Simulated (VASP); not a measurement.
# Si3C2 (Pm-3m) in VASP: notebook

Si3C2 is run at these levels: PBE; tasks: single point.

Everything below comes from runs of VASP 6.6.1. Logs are shortened: lines on timing, memory, paths and dates and some standing lists are left out, and cuts for length are marked.

## Step 1: The cell of the first run

The structure is cubic, space group Pm-3m (No. 221). Conventional cell: a = 4.236 Å, b = 4.236 Å, c = 4.236 Å, α = 90.00°, β = 90.00°, γ = 90.00°. Within 2.8 Å of Si (site symmetry 4/mmm) lie 2 C at 2.12 Å. C (site symmetry m-3m) has 6 Si at 2.12 Å within 2.8 Å. Within 3.9 Å of C (site symmetry m-3m) lie 12 Si at 2.99 Å and 8 C at 3.67 Å.

## Step 2: Single point, PBE

INCAR

```
SYSTEM = Si3C2
  ALGO = Normal
  EDIFF = 1E-6
  ENCUT = 600
  GGA = PE
  GGA_COMPAT = .FALSE.
  ISIF = 2
  ISMEAR = 0
  LASPH = .TRUE.
  LCHARG = .FALSE.
  LREAL = .FALSE.
  LWAVE = .FALSE.
  NBANDS = 18
  NELM = 120
  PREC = Accurate
  SIGMA = 0.1
```

KPOINTS

```
k-points
0
G
  4 4 4
  0 0 0
```

POSCAR

```
Si3C2
1.0
    4.2355113100      0.0000000000      0.0000000000
    0.0000000000      4.2355113100      0.0000000000
    0.0000000000      0.0000000000      4.2355113100
Si C
3 2
Direct
    0.0000000000      0.5000000000      0.5000000000
    0.5000000000      0.0000000000      0.5000000000
    0.5000000000      0.5000000000      0.0000000000
    0.5000000000      0.5000000000      0.5000000000
    0.0000000000      0.0000000000      0.0000000000
```

Potentials or basis: VASP PAW PBE potentials, release 64 (Si, C).

On the command line:

```
$ cat potpaw_PBE.64/Si/POTCAR potpaw_PBE.64/C/POTCAR > POTCAR
$ mpirun -np 1 vasp_std > vasp.out
```

OUTCAR:

```text
SYSTEM = Si3C2
   EDIFF = 1E-6
   ENCUT = 600
   GGA = PE
   ISIF = 2
   ISMEAR = 0
   LASPH = .TRUE.
   LREAL = .FALSE.
   NELM = 120
   PREC = Accurate

 ion  position               nearest neighbor table
   1  0.000  0.500  0.500-   4 2.12   4 2.12   2 2.99   3 2.99   2 2.99   2 2.99   3 2.99   3 2.99
                             3 2.99   2 2.99
   2  0.500  0.000  0.500-   4 2.12   4 2.12   1 2.99   3 2.99   1 2.99   3 2.99   3 2.99   3 2.99
                             1 2.99   1 2.99
   3  0.500  0.500  0.000-   4 2.12   4 2.12   1 2.99   1 2.99   2 2.99   2 2.99   2 2.99   2 2.99
                             1 2.99   1 2.99
   4  0.500  0.500  0.500-   1 2.12   2 2.12   3 2.12   3 2.12   2 2.12   1 2.12
   5  0.000  0.000  0.000-

  LATTYP: Found a simple cubic cell.
 ALAT       =     4.2355113100

  Lattice vectors:

 A1 = (   4.2355113100,   0.0000000000,   0.0000000000)
 A2 = (   0.0000000000,   4.2355113100,   0.0000000000)
 A3 = (   0.0000000000,   0.0000000000,   4.2355113100)

Analysis of symmetry for initial positions (statically):
=====================================================================
 Subroutine PRICEL returns:
 Original cell was already a primitive cell.

 Routine SETGRP: Setting up the symmetry group for a
 simple cubic supercell.

 Subroutine GETGRP returns: Found 48 space group operations
 (whereof 48 operations were pure point group operations)
 out of a pool of 48 trial point group operations.

The static configuration has the point symmetry O_h .

Analysis of symmetry for dynamics (positions and initial velocities):
=====================================================================
 Subroutine PRICEL returns:
 Original cell was already a primitive cell.

 Routine SETGRP: Setting up the symmetry group for a
 simple cubic supercell.

 Subroutine GETGRP returns: Found 48 space group operations
 (whereof 48 operations were pure point group operations)
 out of a pool of 48 trial point group operations.

The dynamic configuration has the point symmetry O_h .

 Subroutine INISYM returns: Found 48 space group operations
 (whereof 48 operations are pure point group operations),
 and found     1 'primitive' translations

----------------------------------------------------------------------------------------

                                     Primitive cell

  volume of cell :      75.9832

  direct lattice vectors                    reciprocal lattice vectors
     4.235511310  0.000000000  0.000000000     0.236099004  0.000000000  0.000000000
     0.000000000  4.235511310  0.000000000     0.000000000  0.236099004  0.000000000
     0.000000000  0.000000000  4.235511310     0.000000000  0.000000000  0.236099004

  length of vectors
     4.235511310  4.235511310  4.235511310     0.236099004  0.236099004  0.236099004

  position of ions in fractional coordinates (direct lattice)
     0.000000000  0.500000000  0.500000000
     0.500000000  0.000000000  0.500000000
     0.500000000  0.500000000  0.000000000
     0.500000000  0.500000000  0.500000000
     0.000000000  0.000000000  0.000000000

  ion indices of the primitive-cell ions
   primitive index   ion index
                 1           1
                 2           2
                 3           3
                 4           4
                 5           5

----------------------------------------------------------------------------------------

 KPOINTS: k-points

Automatic generation of k-mesh.
 Grid dimensions read from file:
 generate k-points for:    4    4    4

 Generating k-lattice:

  Cartesian coordinates                     Fractional coordinates (reciprocal lattice)
     0.059024751  0.000000000  0.000000000     0.250000000  0.000000000  0.000000000
     0.000000000  0.059024751  0.000000000     0.000000000  0.250000000  0.000000000
     0.000000000  0.000000000  0.059024751     0.000000000  0.000000000  0.250000000

  Length of vectors
     0.059024751  0.059024751  0.059024751

  Shift w.r.t. Gamma in fractional coordinates (k-lattice)
     0.000000000  0.000000000  0.000000000

 Subroutine IBZKPT returns following result:
 ===========================================

 Found     10 irreducible k-points:

 Following reciprocal coordinates:
            Coordinates               Weight
  0.000000  0.000000  0.000000      1.000000
  0.250000  0.000000  0.000000      6.000000
  0.500000  0.000000  0.000000      3.000000
  0.250000  0.250000  0.000000     12.000000
  0.500000  0.250000  0.000000     12.000000
  0.500000  0.500000  0.000000      3.000000
  0.250000  0.250000  0.250000      8.000000
  0.500000  0.250000  0.250000     12.000000
  0.500000  0.500000  0.250000      6.000000
  0.500000  0.500000  0.500000      1.000000
   k-points           NKPTS =     10   k-points in BZ     NKDIM =     10   number of bands    NBANDS=     18
   number of dos      NEDOS =    301   number of ions     NIONS =      5
   total plane-waves  NPLWV =  46656
   dimension x,y,z NGX =    36 NGY =   36 NGZ =   36
   dimension x,y,z NGXF=    72 NGYF=   72 NGZF=   72
   ions per type =               3   2
   NGX,Y,Z   is equivalent  to a cutoff of  14.13, 14.13, 14.13 a.u.
   NGXF,Y,Z  is equivalent  to a cutoff of  28.26, 28.26, 28.26 a.u.
 SYSTEM =  Si3C2
   PREC   = accura    normal or accurate (medium, high low for compatibility)
   ISTART =      0    job   : 0-new  1-cont  2-samecut
   ICHARG =      2    charge: 1-file 2-atom 10-const
   ISPIN  =      1    spin polarized calculation?
   LNONCOLLINEAR =      F non collinear calculations
   LSORBIT =      F    spin-orbit coupling
   LASPH  =      T    aspherical Exc in radial PAW
   ENCUT  =  600.0 eV  44.10 Ry    6.64 a.u.   8.46  8.46  8.46*2*pi/ulx,y,z
   NELM   =    120;   NELMIN=  2; NELMDL= -5     # of ELM steps
   EDIFF  = 0.1E-05   stopping-criterion for ELM
   LREAL  =      F    real-space projection
   EDIFFG = 0.1E-04   stopping-criterion for IOM
   NSW    =      0    number of steps for IOM
   IBRION =     -1    ionic relax: 0-MD 1-quasi-New 2-CG
   NFREE  =      0    steps in history (QN), initial steepest desc. (CG)
   ISIF   =      2    stress and relaxation
   ISYM   =      2    0-nonsym 1-usesym 2-fastsym
   POTIM  = 0.5000    time-step for ionic-motion
   TEBEG  =    0.0;   TEEND  =   0.0 temperature during run
   PSTRESS=    0.0 pullay stress
   NELECT =      20.0000    total number of electrons
   NUPDOWN=      -1.0000    fix difference up-down
   EMIN   =  10.00;   EMAX   =-10.00  energy-range for DOS
   EFERMI =   0.00;   METHOD = LEGACY
   ISMEAR =     0;   SIGMA  =   0.10  broadening in eV -4-tet -1-fermi 0-gaus
   EFERMI_NEDOS =   21; number of points for ismear=-14 and -15
   IALGO  =     38    algorithm
   IMIX   =      4    mixing-type and parameters
     AMIX     =   0.40;   BMIX     =  1.00
     AMIX_MAG =   1.60;   BMIX_MAG =  1.00
  volume/ion in A,a.u.               =      15.20       102.55
  Fermi-wavevector in a.u.,A,eV,Ry     =   1.049169  1.982643 14.976703  1.100757
  Thomas-Fermi vector in A             =   2.184121
   LORBIT       =      0    0 simple, 1 ext, 2 COOP (PROOUT), +10 PAW based schemes
   GGA     = PE    functional components
   LHFCALC =     F    Hartree Fock is set to
   AEXX    =    0.0000 exact exchange contribution
   IVDW    =     0    specifies the selected vdW correction
   LEPSILON=     F    determine dielectric tensor
   LRPA    =     F    only Hartree local field effects (RPA)
 non-spin polarized calculation
 Gauss-broadening in eV      SIGMA  =   0.10
  energy-cutoff  :      600.00
  volume of cell :       75.98
 maximum number of plane-waves:      2560
 NGX is ok and might be reduce to    36
   NGX = 17   NGY = 17   NGZ = 17

 number of electron      20.0000001 magnetization

 Free energy of the ion-electron system (eV)
  ---------------------------------------------------
  ext. energy  EPLUGINS =         0.00000000
  ---------------------------------------------------
  free energy    TOTEN  =       -24.99977336 eV

  energy without entropy =      -24.98643544  energy(sigma->0) =      -24.99310440

 E-fermi :   6.0175     XC(G=0): -10.2753

 val. band max:        5.9422400307   @ k =   0.2500   0.2500   0.2500
 cond. band min:       6.0655538961   @ k =   0.5000   0.2500   0.0000
 fundamental gap:      0.1233138653
 Fermi energy:         6.0175497326

 k-point     1 :       0.0000    0.0000    0.0000
  band No.  band energies     occupation
      1      -8.3925      2.00000
      2      -2.9788      2.00000
      3      -0.1241      2.00000
      4      -0.1241      2.00000
      5      -0.1241      2.00000
      6       1.5418      2.00000
[... 10 lines left out ...]
     17      10.8027      0.00000
     18      11.3887      0.00000

 k-point     2 :       0.2500    0.0000    0.0000
  band No.  band energies     occupation
      1      -8.0976      2.00000
      2      -3.6553      2.00000
      3      -1.1243      2.00000
      4       0.1025      2.00000
      5       0.1025      2.00000
      6       1.7926      2.00000
[... 10 lines left out ...]
     17      10.0131      0.00000
     18      11.7446      0.00000

 k-point     3 :       0.5000    0.0000    0.0000
  band No.  band energies     occupation
      1      -7.6940      2.00000
      2      -4.5724      2.00000
      3      -1.0239      2.00000
      4       0.3839      2.00000
      5       0.3839      2.00000
      6       1.0273      2.00000
[... 10 lines left out ...]
     17       9.1539      0.00000
     18      10.6988      0.00000

 k-point     4 :       0.2500    0.2500    0.0000
  band No.  band energies     occupation
      1      -7.8154      2.00000
      2      -3.6362      2.00000
      3      -2.1401      2.00000
      4      -0.7335      2.00000
      5       0.3085      2.00000
      6       1.6813      2.00000
[... 10 lines left out ...]
     17      11.2186      0.00000
     18      13.2929      0.00000

 k-point     5 :       0.5000    0.2500    0.0000
  band No.  band energies     occupation
      1      -7.4379      2.00000
      2      -4.1783      2.00000
      3      -1.8846      2.00000
      4      -1.6949      2.00000
      5       0.5565      2.00000
      6       1.8140      2.00000
[... 10 lines left out ...]
     17      11.0083      0.00000
     18      11.1434      0.00000

 k-point     6 :       0.5000    0.5000    0.0000
  band No.  band energies     occupation
      1      -7.1102      2.00000
      2      -3.1084      2.00000
      3      -3.0554      2.00000
      4      -3.0554      2.00000
      5       0.7557      2.00000
      6       2.3099      2.00000
[... 10 lines left out ...]
     17      10.6841      0.00000
     18      11.2488      0.00000

 k-point     7 :       0.2500    0.2500    0.2500
  band No.  band energies     occupation
      1      -7.5438      2.00000
      2      -3.4989      2.00000
      3      -1.8781      2.00000
      4      -1.8781      2.00000
      5      -0.7803      2.00000
      6       3.4288      2.00000
[... 10 lines left out ...]
     17      10.6305      0.00000
     18      13.5552      0.00000

 k-point     8 :       0.5000    0.2500    0.2500
  band No.  band energies     occupation
      1      -7.1865      2.00000
      2      -3.8101      2.00000
      3      -1.9223      2.00000
      4      -1.7112      2.00000
      5      -1.5411      2.00000
      6       2.3721      2.00000
[... 10 lines left out ...]
     17      10.9978      0.00000
     18      11.1139      0.00000

 k-point     9 :       0.5000    0.5000    0.2500
  band No.  band energies     occupation
      1      -6.8666      2.00000
      2      -2.9021      2.00000
      3      -2.7857      2.00000
      4      -2.7857      2.00000
      5      -1.3049      2.00000
      6       2.4569      2.00000
[... 10 lines left out ...]
     17      10.8736      0.00000
     18      11.3767      0.00000

 k-point    10 :       0.5000    0.5000    0.5000
  band No.  band energies     occupation
      1      -6.5587      2.00000
      2      -2.6500      2.00000
      3      -2.4361      2.00000
      4      -2.4361      2.00000
      5      -2.4361      2.00000
      6       1.4942      2.00000
[... 10 lines left out ...]
     17      11.9721      0.00000
     18      12.7792      0.00000

------------------------ aborting loop because EDIFF is reached ----------------------------------------

  FORCE on cell =-STRESS in cart. coord.  units (eV):
  Direction    XX          YY          ZZ          XY          YZ          ZX
  --------------------------------------------------------------------------------------
  -------------------------------------------------------------------------------------
  Total       -5.8929075     -5.8929075     -5.8929075     -0.0000000     -0.0000000      0.0000000
  in kB     -124.2575173   -124.2575173   -124.2575173     -0.0000000     -0.0000000      0.0000000
  external PRESSURE =    -124.2575173 kB  Pullay stress =       0.0000000 kB

 VOLUME and BASIS-vectors are now :
 -----------------------------------------------------------------------------
  energy-cutoff  :      600.00
  volume of cell :       75.98
      direct lattice vectors                 reciprocal lattice vectors
     4.235511310  0.000000000  0.000000000     0.236099004  0.000000000  0.000000000
     0.000000000  4.235511310  0.000000000     0.000000000  0.236099004  0.000000000
     0.000000000  0.000000000  4.235511310     0.000000000  0.000000000  0.236099004

 POSITION                                       TOTAL-FORCE (eV/Angst)
 -----------------------------------------------------------------------------------
      0.00000      2.11776      2.11776         0.000000      0.000000      0.000000
      2.11776      0.00000      2.11776         0.000000      0.000000      0.000000
      2.11776      2.11776      0.00000         0.000000      0.000000      0.000000
      2.11776      2.11776      2.11776         0.000000      0.000000      0.000000
      0.00000      0.00000      0.00000         0.000000      0.000000      0.000000
 -----------------------------------------------------------------------------------
    total drift:                                0.000000      0.000000      0.000000

  FREE ENERGIE OF THE ION-ELECTRON SYSTEM (eV)
  ---------------------------------------------------
  free  energy   TOTEN  =       -24.9997733563 eV

  energy  without entropy=      -24.9864354417  energy(sigma->0) =      -24.99310440
```

Wall time 17 s (1 thread of AMD EPYC 7R43 (Zen 3), shared host); peak memory 0.16 GiB.

Results:

```yaml
Free_energy: -24.9998 eV
Pressure: -12.4 GPa
Band_gap_on_the_k_mesh: zero (band 10 reaches 8.13 eV, above the bottom of band 11 at 5.26 eV)
```

Caveat: the k points lie up to 0.37 Å⁻¹ apart.

## Step 3: Single point, PBE, collinear spin, ferromagnetic start

This run uses another cell than the first one, of 12.94 Å³/atom, 0.851 times its volume.

INCAR

```
ALGO     = Normal         # electronic algorithm
EDIFF    = 1E-6           # SCF threshold, eV
ENCUT    = 600            # plane-wave cutoff, eV
GGA      = PE             # functional
GGA_COMPAT= False        
ISIF     = 2              # what is computed and relaxed
ISMEAR   = 0              # smearing method
ISPIN    = 2              # spin polarisation
LASPH    = True           # aspherical terms in the spheres
LCHARG   = True           # write CHGCAR
LELF     = True           # ELF
LORBIT   = 11             # projections on sites
LREAL    = False          # projectors in reciprocal space
LVHAR    = True         
LWAVE    = False          # write WAVECAR
MAGMOM   = 0 0 0 1 1      # initial moments
NBANDS   = 22             # bands
NELM     = 200            # most SCF steps
PREC     = Accurate       # precision mode
SIGMA    = 0.1            # smearing width, eV
```

KPOINTS

```
k-points
0
Gamma
  4 4 4
```

POSCAR, as its differences from that of step 2:

```diff
@@ -2,5 +2,5 @@
 1.0
-    4.2355113100      0.0000000000      0.0000000000
-    0.0000000000      4.2355113100      0.0000000000
-    0.0000000000      0.0000000000      4.2355113100
+    4.0140501869      0.0000000000      0.0000000000
+    0.0000000000      4.0140501869      0.0000000000
+    0.0000000000      0.0000000000      4.0140501869
 Si C
```

Potentials or basis: VASP PAW PBE potentials, release 64 (Si, C).

On the command line:

```
$ cat potpaw_PBE.64/Si/POTCAR potpaw_PBE.64/C/POTCAR > POTCAR
$ mpirun -np 1 vasp_std > vasp.out
```

Run time: 28 s. Hardware: 1 thread of AMD EPYC 7R43 (Zen 3), shared host; peak memory 0.17 GiB.

It converged, with:

- Free energy: -25.4979 eV
- Pressure: -0.1 GPa
- Band gap on the k mesh: zero (filled and empty bands overlap)
- Net moment: 0.00 μB per cell
- Valence electrons inside the program's atomic spheres: Si 1.53; C 2.45, 2.03

Levels at points of the mesh, in eV from the Fermi level:
Spin up:
| k point | band 8 | band 9 | band 10 | band 11 | band 12 | band 13 |
| --- | --- | --- | --- | --- | --- | --- |
| (0.00, 0.00, 0.00) | -1.90 | -1.02 | -1.02 | -1.02 | 3.38 | 3.38 |
| (0.50, 0.00, 0.00) | -2.41 | -2.41 | 0.09 | 2.01 | 2.28 | 2.98 |
| (0.50, 0.50, 0.00) | -1.93 | -1.86 | -0.98 | 0.04 | 0.04 | 3.36 |
| (0.50, 0.50, 0.50) | -5.42 | 2.52 | 2.52 | 2.52 | 3.44 | 3.44 |
Spin down:
```
           k point  band 7  band 8  band 9  band 10  band 11  band 12  band 13  band 14
(0.00, 0.00, 0.00)   -4.24   -1.90   -1.01    -1.01    -1.01     3.38     3.38     3.38
(0.50, 0.00, 0.00)   -3.34   -2.41   -2.41     0.09     2.01     2.28     2.99     2.99
(0.50, 0.50, 0.00)   -1.93   -1.93   -1.85    -0.98     0.04     0.04     3.36     3.36
(0.50, 0.50, 0.50)   -5.42   -5.42    2.52     2.52     2.52     3.44     3.44     3.44
```

Caveat: the k points lie up to 0.39 Å⁻¹ apart.
